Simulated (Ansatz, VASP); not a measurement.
# CdSe: VASP beside Ansatz

```xyz
4
Lattice="4.4259 0.0000 0.0000 -2.2129 3.8329 0.0000 0.0000 0.0000 7.2154" Properties=species:S:1:pos:R:3 pbc="T T T"
Cd    0.0000    2.5553   -0.0034
Cd    2.2129    1.2776    3.6043
Se    0.0000    2.5553    2.7092
Se    2.2129    1.2776    6.3169
```

Alike in both runs: task single point; functional r2SCAN; k mesh 6 × 6 × 4; no spin polarisation.

|  | VASP | Ansatz |
| --- | --- | --- |
| version | VASP 6.6.1 | Ansatz 0.2.0 |
| potentials or method | VASP PAW PBE potentials, release 64 (Cd, Se) | plane waves, PAW |
| plane-wave cutoff (eV) | 520 | 500 |
| occupations | gaussian, width 0.01 eV | fixed |
| valence electrons in the cell | 36 | 72 |

VASP gave:

| Quantity | Value |
| --- | --- |
| gap on the k mesh at the Fermi level (eV) | 0.95 |
| pressure (GPa) | -2.4 |

Task: What did Ansatz give for the same quantities?

Result: gap on the k mesh at the Fermi level (eV): 0.96; pressure (GPa): -2.6.

VASP's potentials were made for PBE, not for r2SCAN. VASP's potentials hold 36 valence electrons a cell and Ansatz's 72, so a difference there can come from the potentials and not from the codes.
